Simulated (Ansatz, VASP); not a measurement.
**One calculation of Cu2Au, two programs**

```
CELL_PARAMETERS angstrom
5.81764 0.00000 0.00000
0.00000 4.30091 0.00000
0.00000 0.00000 7.85582
ATOMIC_POSITIONS crystal
Cu 0.81100 0.25000 0.07100
Cu 0.68900 0.75000 0.57100
Cu 0.31100 0.25000 0.42900
Cu 0.18900 0.75000 0.92900
Cu 0.46800 0.25000 0.77500
Cu 0.03200 0.75000 0.27500
Cu 0.96800 0.25000 0.72500
Cu 0.53200 0.75000 0.22500
Au 0.28400 0.25000 0.10100
Au 0.21600 0.75000 0.60100
Au 0.78400 0.25000 0.39900
Au 0.71600 0.75000 0.89900
```

Alike in both runs: task single point; functional r2SCAN; k mesh 5 × 6 × 4; occupations fermi-dirac, width 0.0104 eV; no spin polarisation.

```csv
,VASP,Ansatz
version,VASP 6.6.1,Ansatz 0.2.0
potentials or method,"VASP PAW PBE potentials, release 64 (Cu, Au), cutoff 520 eV",PAW plane waves
valence electrons in the cell,132,228
```

|  | VASP | Ansatz | Ansatz less VASP |
| --- | --- | --- | --- |
| pressure (GPa) | -13.8 | -14.1 | -0.28 |
| rms of the force components (eV/Å) | 0.089 | 0.088 | -0.0008 |

VASP's potentials were made for PBE, not for r2SCAN. VASP's potentials hold 132 valence electrons a cell and Ansatz's 228, so a difference there can come from the potentials and not from the codes.

Neither program's run includes spin-orbit coupling.
